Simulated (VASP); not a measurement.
# Hf2B3 (P6/mmm) in VASP: a series of runs

Runs on Hf2B3. Level: PBE. Tasks: relaxation of cell and atoms, single point.

All numbers are computed with VASP 6.6.1; they aren't measurements. Logs are shortened: lines on timing, memory, paths and dates and some standing lists are left out, and cuts for length are marked.

## (1) The cell of the first run

The structure is hexagonal, space group P6/mmm (No. 191). The conventional cell has a = 3.868 Å, b = 3.868 Å, c = 3.923 Å, α = 90.00°, β = 90.00°, γ = 120.00°. Within 3.0 Å of Hf (site symmetry -6m2) lie 3 Hf at 2.23 Å and 9 B at 2.23 to 2.52 Å. Within 1.6 Å of B (site symmetry 6mm) lie 2 B at 1.17 to 1.59 Å. B (site symmetry 6/mmm) has 2 B at 1.17 Å within 1.6 Å.

## (2) Relaxation of cell and atoms, PBE

INCAR reads:

```
SYSTEM = Hf2B3
ALGO = Normal
EDIFF = 1E-6
EDIFFG = -0.04
ENCUT = 600
GGA = PE
IBRION = 2
ISIF = 3
ISMEAR = 0
LASPH = .True.
LCHARG = .False.
LREAL = .False.
LWAVE = .False.
NELM = 100
NSW = 90
PREC = Accurate
SIGMA = 0.1
```

KPOINTS reads:

```
k-points
0
Gamma
  6 6 4
  0 0 0
```

POSCAR reads:

```
Hf2B3
1.0
    3.8684624100      0.0000000000      0.0000000000
   -1.9342312100      3.3501867200      0.0000000000
    0.0000000000      0.0000000000      3.9231701100
Hf B
2 3
Direct
    0.3333333300      0.6666666700      0.5000000000
    0.6666666700      0.3333333300      0.5000000000
    0.0000000000      0.0000000000      0.7979469900
    0.0000000000      0.0000000000      0.2020530100
    0.0000000000      0.0000000000      0.5000000000
```

Potentials or basis: VASP PAW PBE potentials, release 64 (Hf_pv, B).

Run with:

```
cat potpaw_PBE.64/Hf_pv/POTCAR potpaw_PBE.64/B/POTCAR > POTCAR
mpirun -np 1 vasp_std > vasp.out
```

OUTCAR:

```text
SYSTEM = Hf2B3
   EDIFF = 1E-6
   EDIFFG = -0.04
   ENCUT = 600
   GGA = PE
   IBRION = 2
   ISIF = 3
   ISMEAR = 0
   LASPH = .True.
   LREAL = .False.
   NELM = 100
   NSW = 90
   PREC = Accurate

 ion  position               nearest neighbor table
   1  0.333  0.667  0.500-   2 2.23   2 2.23   5 2.23   5 2.23   5 2.23   2 2.23   4 2.52   3 2.52
                             3 2.52   4 2.52   3 2.52   4 2.52
   2  0.667  0.333  0.500-   1 2.23   1 2.23   5 2.23   5 2.23   5 2.23   1 2.23   4 2.52   3 2.52
                             4 2.52   3 2.52   4 2.52   3 2.52
   3  0.000  0.000  0.798-   5 1.17   4 1.59   1 2.52   2 2.52   2 2.52   1 2.52   2 2.52   1 2.52

   4  0.000  0.000  0.202-   5 1.17   3 1.59   1 2.52   2 2.52   2 2.52   1 2.52   2 2.52   1 2.52

   5  0.000  0.000  0.500-   3 1.17   4 1.17   1 2.23   2 2.23   2 2.23   1 2.23   2 2.23   1 2.23

  LATTYP: Found a hexagonal cell.
 ALAT       =     3.8684624100
 C/A-ratio  =     1.0141419753

  Lattice vectors:

 A1 = (   3.8684624100,   0.0000000000,   0.0000000000)
 A2 = (  -1.9342312100,   3.3501867200,   0.0000000000)
 A3 = (   0.0000000000,   0.0000000000,   3.9231701100)

Analysis of symmetry for initial positions (statically):
=====================================================================
 Subroutine PRICEL returns:
 Original cell was already a primitive cell.

 Routine SETGRP: Setting up the symmetry group for a
 hexagonal supercell.

 Subroutine GETGRP returns: Found 24 space group operations
 (whereof 24 operations were pure point group operations)
 out of a pool of 24 trial point group operations.

The static configuration has the point symmetry D_6h.

Analysis of symmetry for dynamics (positions and initial velocities):
=====================================================================
 Subroutine PRICEL returns:
 Original cell was already a primitive cell.

 Routine SETGRP: Setting up the symmetry group for a
 hexagonal supercell.

 Subroutine GETGRP returns: Found 24 space group operations
 (whereof 24 operations were pure point group operations)
 out of a pool of 24 trial point group operations.

The dynamic configuration has the point symmetry D_6h.

 Subroutine INISYM returns: Found 24 space group operations
 (whereof 24 operations are pure point group operations),
 and found     1 'primitive' translations

----------------------------------------------------------------------------------------

                                     Primitive cell

  volume of cell :      50.8446

  direct lattice vectors                    reciprocal lattice vectors
     3.868462410  0.000000000  0.000000000     0.258500638  0.149245413  0.000000000
    -1.934231210  3.350186720  0.000000000     0.000000000  0.298490826  0.000000000
     0.000000000  0.000000000  3.923170110     0.000000000  0.000000000  0.254895906

  length of vectors
     3.868462410  3.868462412  3.923170110     0.298490826  0.298490826  0.254895906

  position of ions in fractional coordinates (direct lattice)
     0.333333330  0.666666670  0.500000000
     0.666666670  0.333333330  0.500000000
     0.000000000  0.000000000  0.797946990
     0.000000000  0.000000000  0.202053010
     0.000000000  0.000000000  0.500000000

  ion indices of the primitive-cell ions
   primitive index   ion index
                 1           1
                 2           2
                 3           3
                 4           4
                 5           5

----------------------------------------------------------------------------------------

 KPOINTS: k-points

Automatic generation of k-mesh.
 Grid dimensions read from file:
 generate k-points for:    6    6    4

 Generating k-lattice:

  Cartesian coordinates                     Fractional coordinates (reciprocal lattice)
     0.043083440  0.024874236  0.000000000     0.166666667  0.000000000  0.000000000
     0.000000000  0.049748471  0.000000000     0.000000000  0.166666667  0.000000000
     0.000000000  0.000000000  0.063723977     0.000000000  0.000000000  0.250000000

  Length of vectors
     0.049748471  0.049748471  0.063723977

  Shift w.r.t. Gamma in fractional coordinates (k-lattice)
     0.000000000  0.000000000  0.000000000

 Subroutine IBZKPT returns following result:
 ===========================================

 Found     21 irreducible k-points:

 Following reciprocal coordinates:
            Coordinates               Weight
  0.000000  0.000000  0.000000      1.000000
  0.166667  0.000000  0.000000      6.000000
  0.333333  0.000000  0.000000      6.000000
  0.500000  0.000000  0.000000      3.000000
  0.166667  0.166667  0.000000      6.000000
  0.333333  0.166667  0.000000     12.000000
[... 13 lines left out ...]
  0.333333  0.166667  0.500000     12.000000
  0.333333  0.333333  0.500000      2.000000
   k-points           NKPTS =     21   k-points in BZ     NKDIM =     21   number of bands    NBANDS=     18
   number of dos      NEDOS =    301   number of ions     NIONS =      5
   total plane-waves  NPLWV =  32768
   dimension x,y,z NGX =    32 NGY =   32 NGZ =   32
   dimension x,y,z NGXF=    64 NGYF=   64 NGZF=   64
   ions per type =               2   3
   NGX,Y,Z   is equivalent  to a cutoff of  13.75, 13.75, 13.56 a.u.
   NGXF,Y,Z  is equivalent  to a cutoff of  27.50, 27.50, 27.12 a.u.
 SYSTEM =  Hf2B3
   PREC   = accura    normal or accurate (medium, high low for compatibility)
   ISTART =      0    job   : 0-new  1-cont  2-samecut
   ICHARG =      2    charge: 1-file 2-atom 10-const
   ISPIN  =      1    spin polarized calculation?
   LNONCOLLINEAR =      F non collinear calculations
   LSORBIT =      F    spin-orbit coupling
   LASPH  =      T    aspherical Exc in radial PAW
   ENCUT  =  600.0 eV  44.10 Ry    6.64 a.u.   7.73  7.73  7.84*2*pi/ulx,y,z
   NELM   =    100;   NELMIN=  2; NELMDL= -5     # of ELM steps
   EDIFF  = 0.1E-05   stopping-criterion for ELM
   LREAL  =      F    real-space projection
   EDIFFG = -.4E-01   stopping-criterion for IOM
   NSW    =     90    number of steps for IOM
   IBRION =      2    ionic relax: 0-MD 1-quasi-New 2-CG
   NFREE  =      1    steps in history (QN), initial steepest desc. (CG)
   ISIF   =      3    stress and relaxation
   ISYM   =      2    0-nonsym 1-usesym 2-fastsym
   POTIM  = 0.5000    time-step for ionic-motion
   TEBEG  =    0.0;   TEEND  =   0.0 temperature during run
   PSTRESS=    0.0 pullay stress
   NELECT =      29.0000    total number of electrons
   NUPDOWN=      -1.0000    fix difference up-down
   EMIN   =  10.00;   EMAX   =-10.00  energy-range for DOS
   EFERMI =   0.00;   METHOD = LEGACY
   ISMEAR =     0;   SIGMA  =   0.10  broadening in eV -4-tet -1-fermi 0-gaus
   EFERMI_NEDOS =   21; number of points for ismear=-14 and -15
   IALGO  =     38    algorithm
   IMIX   =      4    mixing-type and parameters
     AMIX     =   0.40;   BMIX     =  1.00
     AMIX_MAG =   1.60;   BMIX_MAG =  1.00
  volume/ion in A,a.u.               =      10.17        68.62
  Fermi-wavevector in a.u.,A,eV,Ry     =   1.357665  2.565615 25.079000  1.843255
  Thomas-Fermi vector in A             =   2.484564
   LORBIT       =      0    0 simple, 1 ext, 2 COOP (PROOUT), +10 PAW based schemes
   GGA     = PE    functional components
   LHFCALC =     F    Hartree Fock is set to
   AEXX    =    0.0000 exact exchange contribution
   IVDW    =     0    specifies the selected vdW correction
   LEPSILON=     F    determine dielectric tensor
   LRPA    =     F    only Hartree local field effects (RPA)
 conjugate gradient relaxation of ions
 non-spin polarized calculation
 Gauss-broadening in eV      SIGMA  =   0.10
  energy-cutoff  :      600.00
  volume of cell :       50.84
 maximum number of plane-waves:      1720
 NGX is ok and might be reduce to    32
   NGX = 15   NGY = 15   NGZ = 15

--------------------------------------- Ionic step        1  -------------------------------------------

 number of electron      29.0000001 magnetization

 Free energy of the ion-electron system (eV)
  ---------------------------------------------------
  ext. energy  EPLUGINS =         0.00000000
  ---------------------------------------------------
  free energy    TOTEN  =       -23.03736069 eV

  energy without entropy =      -23.02866626  energy(sigma->0) =      -23.03301347

------------------------ aborting loop because EDIFF is reached ----------------------------------------

  FORCE on cell =-STRESS in cart. coord.  units (eV):
  Direction    XX          YY          ZZ          XY          YZ          ZX
  --------------------------------------------------------------------------------------
  -------------------------------------------------------------------------------------
  Total       34.5733446     34.5733446     63.5045943     -0.0000001      0.0000000     -0.0000000
  in kB     1089.4503531   1089.4503526   2001.1110698     -0.0000016      0.0000000     -0.0000000
  external PRESSURE =    1393.3372585 kB  Pullay stress =       0.0000000 kB
[... 98 lines left out ...]
  FREE ENERGIE OF THE ION-ELECTRON SYSTEM (eV)
  ---------------------------------------------------
  free  energy   TOTEN  =       -27.1807873041 eV

  energy  without entropy=      -27.1584965006  energy(sigma->0) =      -27.16964190

 E-fermi :   2.4486     XC(G=0):  -9.4593

 val. band max:        2.4324822520   @ k =   0.1667   0.1667   0.0000
 cond. band min:       2.4633767065   @ k =   0.1667   0.0000   0.0000
 fundamental gap:      0.0308944545
 Fermi energy:         2.4486349742

 k-point     1 :       0.0000    0.0000    0.0000
  band No.  band energies     occupation
      1     -29.1530      2.00000
      2     -29.1530      2.00000
      3     -28.4123      2.00000
      4     -27.9093      2.00000
      5     -27.4877      2.00000
      6     -27.4877      2.00000
[... 10 lines left out ...]
     17       5.0896      0.00000
     18       5.0896      0.00000
[... 403 lines left out ...]
      2     -28.3436      2.00000
      3     -28.3436      2.00000
      4     -28.1637      2.00000
      5     -28.1637      2.00000
      6     -27.1924      2.00000
[... 10 lines left out ...]
     17       3.0479      0.00000
     18       3.8201      0.00000

[... ionic steps 4 to 15 ...]

--------------------------------------- Ionic step       16  -------------------------------------------

 number of electron      28.9999997 magnetization

------------------------ aborting loop because EDIFF is reached ----------------------------------------

  FORCE on cell =-STRESS in cart. coord.  units (eV):
  Direction    XX          YY          ZZ          XY          YZ          ZX
  --------------------------------------------------------------------------------------
  -------------------------------------------------------------------------------------
  Total        0.5274605      0.5274605     -0.6217100     -0.0000000      0.0000000      0.0000000
  in kB       10.2621881     10.2621881    -12.0958914     -0.0000000      0.0000000      0.0000000
  external PRESSURE =       2.8094949 kB  Pullay stress =       0.0000000 kB
[... 63 lines left out ...]
  energy  without entropy=      -35.2857988356  energy(sigma->0) =      -35.29443735

--------------------------------------- Ionic step       18  -------------------------------------------

 number of electron      28.9999998 magnetization

 Free energy of the ion-electron system (eV)
  ---------------------------------------------------
  ext. energy  EPLUGINS =         0.00000000
  ---------------------------------------------------
  free energy    TOTEN  =       -35.30353597 eV

  energy without entropy =      -35.28557041  energy(sigma->0) =      -35.29455319

 E-fermi :   3.5978     XC(G=0): -10.1335

 val. band max:        3.5853424235   @ k =   0.3333   0.3333   0.0000
 cond. band min:       3.6497966283   @ k =   0.1667   0.1667   0.2500
 fundamental gap:      0.0644542048
 Fermi energy:         3.5978371740

 k-point     1 :       0.0000    0.0000    0.0000
  band No.  band energies     occupation
      1     -28.0159      2.00000
      2     -28.0159      2.00000
      3     -27.4808      2.00000
      4     -27.0558      2.00000
      5     -26.5631      2.00000
      6     -26.5631      2.00000
[... 10 lines left out ...]
     17       4.9802      0.00000
     18       5.0542      0.00000
[... 450 lines left out ...]
  FREE ENERGIE OF THE ION-ELECTRON SYSTEM (eV)
  ---------------------------------------------------
  free  energy   TOTEN  =       -35.3035359724 eV

  energy  without entropy=      -35.2855704060  energy(sigma->0) =      -35.29455319

 reached required accuracy - stopping structural energy minimisation
```

Run time: 4.2 min. Hardware: 1 thread of Intel Xeon Platinum 8488C (Sapphire Rapids), shared host; peak memory 0.2 GiB.

What came out:

- Free energy: -35.3035 eV
- Relaxed volume: 16.56 Å³/atom
- Relaxed cell: a = 4.514 Å, b = 4.514 Å, c = 4.691 Å, α = 90.00°, β = 90.00°, γ = 120.00°
- Space group after relaxing (to 0.05 Å): P6/mmm (No. 191)
- Energy gained by relaxing: 2453.2 meV/atom
- Ionic steps: 18
- Pressure after relaxing: 0.0 GPa

Forces in eV/Å, atoms in the order of the input:
```
Hf   0.000  0.000  0.000
Hf   0.000  0.000  0.000
B    0.000  0.000  0.002
B    0.000  0.000 -0.002
B    0.000  0.000  0.000
```

The path:
| step | energy change (eV) | largest force (eV/Å) | pressure (GPa) | volume (Å³) |
| --- | --- | --- | --- | --- |
| 1 | 0.0000 | 26.6795 | 139.33 | 50.84 |
| 2 | -4.8236 | 2.1976 | -15.79 | 145.83 |
| 3 | -4.1434 | 14.2128 | -9.67 | 134.17 |
| 4 | -4.9675 | 4.4226 | -14.74 | 141.97 |
| 5 | -4.9132 | 6.5714 | -13.64 | 139.54 |
| 6 | -9.4242 | 0.1222 | -15.10 | 104.16 |
| 7 | -9.9060 | 1.8941 | -4.97 | 91.68 |
| 8 | -9.9225 | 1.1878 | -8.63 | 94.82 |
| 9 | -10.3768 | 10.7215 | 17.52 | 75.19 |
| 10 | -10.9812 | 5.7558 | 3.18 | 82.47 |
| 11 | -12.0120 | 2.6331 | 9.39 | 76.74 |
| 12 | -12.0113 | 2.4914 | 9.57 | 76.64 |
| 13 | -12.2056 | 2.0047 | 1.41 | 81.49 |
| 14 | -12.2302 | 0.9560 | 3.18 | 80.20 |
| 15 | -12.2629 | 0.0981 | 0.17 | 82.44 |
| 16 | -12.2629 | 0.0594 | 0.28 | 82.35 |
| 17 | -12.2657 | 0.0211 | 0.10 | 82.62 |
| 18 | -12.2662 | 0.0021 | 0.02 | 82.79 |

Final structure:
```
Hf B
1.0
     4.51448    0.00000    0.00000
    -2.25724    3.90965    0.00000
     0.00000    0.00000    4.69060
Hf B
2 3
Direct
  0.33333 0.66667 0.50000
  0.66667 0.33333 0.50000
  0.00000 0.00000 0.16785
  0.00000 0.00000 0.83215
  0.00000 0.00000 0.50000
```

Caveat: the k points lie up to 0.33 Å⁻¹ apart in the final cell; the volume moved by over 15 % at a fixed basis, so the end points are rough; the bands computed are all filled at some k points, so no gap is given; spin-orbit coupling is left out, which moves the levels of the heavy elements.

## (3) Single point, PBE

This run uses another cell than the first one, of 16.72 Å³/atom, 1.644 times its volume.

INCAR reads:

```
SYSTEM = Hf2B3
PREC = Accurate
ENCUT = 520
EDIFF = 1E-7
ISMEAR = 0
SIGMA = 0.1
LREAL = .False.
LASPH = .True.
NELM = 60
ALGO = Normal
ISIF = 2
LWAVE = .False.
LCHARG = .True.
GGA = PE
LELF = .True.
LVHAR = .True.
NBANDS = 22
```

KPOINTS reads:

```
Automatic mesh
0
Gamma
  12 12 8
  0 0 0
```

POSCAR reads:

```
Hf2B3
1.0
    4.5356302207      0.0000000000      0.0000000000
   -2.2678151104      3.9279709933      0.0000000000
    0.0000000000      0.0000000000      4.6914173604
Hf B
2 3
Direct
    0.3333333333      0.6666666667      0.5000000000
    0.6666666667      0.3333333333      0.5000000000
    0.0000000000      0.0000000000      0.8322950769
    0.0000000000      0.0000000000      0.1677049231
    0.0000000000      0.0000000000      0.5000000000
```

Potentials or basis: VASP PAW PBE potentials, release 64 (Hf_pv, B).

Run with:

```
cat potpaw_PBE.64/Hf_pv/POTCAR potpaw_PBE.64/B/POTCAR > POTCAR
mpirun -np 1 vasp_std > vasp.out
```

Wall time 2.3 min (1 thread of Intel Xeon Platinum 8488C (Sapphire Rapids), shared host); peak memory 0.3 GiB.

Results (log left out):

| Item | Value |
| --- | --- |
| Free energy | -35.3269 eV |
| Pressure | -0.4 GPa |
| Largest force | 0.013 eV/Å |

Forces in eV/Å, atoms in the order of the input:
```
Hf   0.000  0.000  0.000
Hf   0.000  0.000  0.000
B    0.000  0.000  0.013
B    0.000  0.000 -0.013
B    0.000  0.000  0.000
```

Stress tensor (GPa, compression positive):
```
-0.49  0.00  0.00
 0.00 -0.49  0.00
 0.00  0.00 -0.13
```

Levels at points of the mesh, in eV from the Fermi level:
```tsv
k point	band 11	band 12	band 13	band 14	band 15	band 16	band 17	band 18
(0.00, 0.00, 0.00)	-4.40	-0.91	-0.09	-0.09	0.27	1.30	1.30	1.34
(0.50, 0.00, 0.00)	-4.00	-1.77	-1.44	-1.04	-0.18	0.35	0.85	1.25
(0.00, 0.00, 0.50)	-3.84	-1.39	-1.39	-0.50	-0.50	-0.02	0.40	1.46
(0.50, 0.00, 0.50)	-3.36	-2.89	-2.88	-1.64	0.76	0.84	1.28	2.27
```

Caveat: spin-orbit coupling is left out, which moves the levels of the heavy elements.
